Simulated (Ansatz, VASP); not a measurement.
**One calculation of Te2Mo, two programs**

Contents of INCAR:

```
SYSTEM = Te2Mo
ALGO = Normal
EDIFF = 1E-6
ENCUT = 520
GGA = PE
ISIF = 2
ISMEAR = -1
IVDW = 12
LASPH = .True.
LCHARG = .True.
LELF = .True.
LREAL = .False.
LVHAR = .True.
LWAVE = .False.
NBANDS = 64
NELM = 80
PREC = Accurate
SIGMA = 0.05
```

KPOINTS

```
k-points
0
Gamma
  4 8 2
  0 0 0
```

POSCAR

```
Te2Mo
1.0
    6.2444489722      0.0000000000      0.0000000000
    0.0000000000      3.4221158743      0.0000000000
   -0.9339986171      0.0000000000     13.6407411037
Te Mo
8 4
Direct
    0.9437000000      0.7500000000      0.6045000000
    0.0563000000      0.2500000000      0.3955000000
    0.9030000000      0.2500000000      0.8514000000
    0.0970000000      0.7500000000      0.1486000000
    0.4112000000      0.7500000000      0.8955000000
    0.5888000000      0.2500000000      0.1045000000
    0.4432000000      0.2500000000      0.6484000000
    0.5568000000      0.7500000000      0.3516000000
    0.8167000000      0.7500000000      0.9926000000
    0.1833000000      0.2500000000      0.0074000000
    0.6819000000      0.2500000000      0.4934000000
    0.3181000000      0.7500000000      0.5066000000
```

File input.yaml:

```yaml
crystal:
  lattice:
    - [6.2444489722, 0.0, 0.0]
    - [0.0, 3.4221158743, 0.0]
    - [-0.9339986171, 0.0, 13.6407411037]
  atoms:
    - { symbol: Te, position: [0.9437, 0.75, 0.6045] }
    - { symbol: Te, position: [0.0563, 0.25, 0.3955] }
    - { symbol: Te, position: [0.903, 0.25, 0.8514] }
    - { symbol: Te, position: [0.097, 0.75, 0.1486] }
    - { symbol: Te, position: [0.4112, 0.75, 0.8955] }
    - { symbol: Te, position: [0.5888, 0.25, 0.1045] }
    - { symbol: Te, position: [0.4432, 0.25, 0.6484] }
    - { symbol: Te, position: [0.5568, 0.75, 0.3516] }
    - { symbol: Mo, position: [0.8167, 0.75, 0.9926] }
    - { symbol: Mo, position: [0.1833, 0.25, 0.0074] }
    - { symbol: Mo, position: [0.6819, 0.25, 0.4934] }
    - { symbol: Mo, position: [0.3181, 0.75, 0.5066] }
hamiltonian:
  xc: pbe
  pseudopotentials: { kind: paw }
  dispersion: d3bj
kpoints:
  mp_grid: { grid: [4, 8, 2] }
scf:
  occupations: { method: fermi_dirac, width: 0.05 }
output:
  forces: true
  stress: true
  eigenvalues: true
```

Alike in both runs: task single point; functional PBE; dispersion D3(BJ); k mesh 4 × 8 × 2; occupations fermi-dirac, width 0.05 eV; no spin polarisation.

|  | VASP | Ansatz |
| --- | --- | --- |
| version | VASP 6.6.1 | Ansatz 0.2.0 |
| potentials or method | VASP PAW PBE potentials, release 64 (Te, Mo_sv) | Ansatz PAW |
| plane-wave cutoff (eV) | 520 | 420 |
| valence electrons in the cell | 104 | 184 |

Ansatz gave:

* gap on the k mesh at the Fermi level (eV): none
* pressure (GPa): 3.6
* traceless stress, the component that is largest in VASP (GPa): 0.39
* rms of the force components (eV/Å): 0.301

Question: What did VASP give for the same quantities?

Answer: gap on the k mesh at the Fermi level (eV): none; pressure (GPa): 3.6; traceless stress, the component that is largest in VASP (GPa): 0.42; rms of the force components (eV/Å): 0.306.

Atom by atom the forces differ by 0.007 eV/Å (rms over components). A gap of «none» marks a metal or a gap that the smearing closes. VASP's potentials hold 104 valence electrons a cell and Ansatz's 184, so a difference there can come from the potentials and not from the codes.

Spin-orbit coupling is off throughout.
